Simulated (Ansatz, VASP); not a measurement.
# Two plane-wave programs on W

The input INCAR:

```
SYSTEM = W
  PREC = Accurate
  ENCUT = 520
  EDIFF = 1E-7
  ISMEAR = 0
  SIGMA = 0.1
  LREAL = .False.
  LASPH = .True.
  NELM = 60
  ALGO = Fast
  ISIF = 2
  LWAVE = .False.
  LCHARG = .True.
  GGA = PE
  LELF = .True.
  LVHAR = .True.
  NBANDS = 13
```

KPOINTS

```
Automatic mesh
0
Gamma
  18 18 18
  0 0 0
```

File POSCAR:

```
W
1.0
   -1.6509533070      1.6509533070      1.6509533070
    1.6509533070     -1.6509533070      1.6509533070
    1.6509533070      1.6509533070     -1.6509533070
W
1
Direct
    0.0000000000      0.0000000000      0.0000000000
```

Input for Ansatz:

```yaml
crystal:
  lattice:
    - [-1.650953307, 1.650953307, 1.650953307]
    - [1.650953307, -1.650953307, 1.650953307]
    - [1.650953307, 1.650953307, -1.650953307]
  atoms:
    - { symbol: W, position: [0.0, 0.0, 0.0] }
basis:
  ecutwfc: 420
kpoints:
  mp_grid: { grid: [18, 18, 18] }
hamiltonian:
  xc: pbe
scf:
  occupations: { method: gaussian, width: 0.1 }
output:
  forces: true
  stress: true
  eigenvalues: true
```

Alike in both runs: task single point; functional PBE; k mesh 18 × 18 × 18; occupations gaussian, width 0.1 eV; no spin polarisation.

|  | VASP | Ansatz |
| --- | --- | --- |
| version | VASP 6.6.1 | Ansatz 0.2.0 |
| potentials or method | VASP PAW PBE potentials, release 64 (W_sv), cutoff 520 eV | scalar-relativistic, plane waves, PAW |
| valence electrons in the cell | 14 | 14 |

|  | VASP | Ansatz | Ansatz less VASP |
| --- | --- | --- | --- |
| gap on the k mesh at the Fermi level (eV) | none | none | - |
| pressure (GPa) | -26.0 | -26.2 | -0.21 |

A gap of «none» marks a metal or a gap that the smearing closes.

Spin-orbit coupling is off throughout.
